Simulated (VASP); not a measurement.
Wanted: the native input for a VASP 6.6.1 run.

```
Task                   : single point
Functional             : PBE
Potentials or basis    : VASP PAW PBE potentials, release 64 (K_sv, Cl)
Cutoff                 : 520 eV
k mesh                 : 4 × 4 × 4
Occupations            : gaussian, width 0.01 eV
Spin                   : no spin polarisation
Dipole correction      : no
Further INCAR settings : ALGO = Normal; EDIFF = 1e-07; NBANDS = 15
```

The structure of KCl (Sylvite) lies in POSCAR:

```
KCl
1.0
    0.0000000000      3.1448471213      3.1448471213
    3.1448471213      0.0000000000      3.1448471213
    3.1448471213      3.1448471213      0.0000000000
K Cl
1 1
Direct
    0.0000000000      0.0000000000      0.0000000000
    0.5000000000      0.5000000000      0.5000000000
```

One way to write it, as run:

INCAR

```
PREC     = Accurate       # precision mode
ENCUT    = 520            # plane-wave cutoff, eV
EDIFF    = 1E-7           # SCF threshold, eV
ISMEAR   = 0              # smearing method
SIGMA    = 0.01           # smearing width, eV
LREAL    = F              # projectors in reciprocal space
LASPH    = T              # aspherical terms in the spheres
NELM     = 80             # most SCF steps
ALGO     = Normal         # electronic algorithm
ISIF     = 2              # what is computed and relaxed
LWAVE    = F              # write WAVECAR
LCHARG   = F              # write CHGCAR
GGA      = PE             # functional
NBANDS   = 15             # bands
```

KPOINTS

```
regular mesh
0
Gamma
  4 4 4
```

Potentials or basis: VASP PAW PBE potentials, release 64 (K_sv, Cl).

Launch:

```sh
$ cat potpaw_PBE.64/K_sv/POTCAR potpaw_PBE.64/Cl/POTCAR > POTCAR
$ mpirun -np 1 vasp_std > vasp.out
```

It gave:

```yaml
Pressure: 0.8 GPa
Band_gap_on_the_k_mesh: 5.19 eV, direct
```

Caveat: the k points lie up to 0.43 Å⁻¹ apart.

Wall time 25 s on 1 thread of AMD EPYC 7R13, with other jobs on the host, peak memory 0.17 GiB.
